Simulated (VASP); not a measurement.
CdTe: single point with PBEsol

Crystal: CdTe.

```
CELL_PARAMETERS angstrom
3.08559 -3.11510 0.00000
3.08559 3.11510 0.00000
0.00000 0.00000 6.13099
ATOMIC_POSITIONS crystal
Cd 0.27703 0.72297 0.75000
Cd 0.72297 0.27703 0.25000
Te 0.76614 0.23386 0.75000
Te 0.23386 0.76614 0.25000
```

```
Program             : VASP 6.6.1
Task                : single point
Functional          : PBEsol
Potentials or basis : VASP PAW PBE potentials, release 64 (Cd, Te)
Cutoff              : 520 eV
k mesh              : 9 × 9 × 6
Occupations         : fermi-dirac, width 0.05 eV
Spin                : no spin polarisation
```

* Pressure: -3.8 GPa
* Largest force: 0.071 eV/Å
* Band gap on the k mesh: zero (bands 18 and 19 overlap by 1.20 eV)

Forces in eV/Å, atoms in the order of the input:
```
Cd   0.000  0.026  0.000
Cd   0.000 -0.026  0.000
Te   0.000  0.071  0.000
Te   0.000 -0.071  0.000
```

Stress tensor (GPa, compression positive):
```
-3.90  0.00  0.00
 0.00 -3.90  0.00
 0.00  0.00 -3.59
```

Levels at points of the mesh, in eV from the Fermi level:
| k point | band 15 | band 16 | band 17 | band 18 | band 19 | band 20 | band 21 | band 22 |
| --- | --- | --- | --- | --- | --- | --- | --- | --- |
| (0.00, 0.00, 0.00) | -1.94 | -1.30 | -0.42 | -0.38 | -0.32 | 0.12 | 4.24 | 6.89 |
| (0.00, 0.00, 0.50) | -1.25 | -1.25 | -1.19 | -1.19 | 1.58 | 1.58 | 5.05 | 5.05 |

Wall time 6 min on 1 thread of Intel(R) Xeon(R) Platinum 8259CL CPU @ 2.50GHz (Skylake/Cascade Lake), on a shared host, peak memory 0.43 GiB.

Caveat: the cell stands under tension; the PAW data sets were made with another functional, which shifts forces and pressure a little; spin-orbit coupling is left out, which moves the levels of the heavy elements.
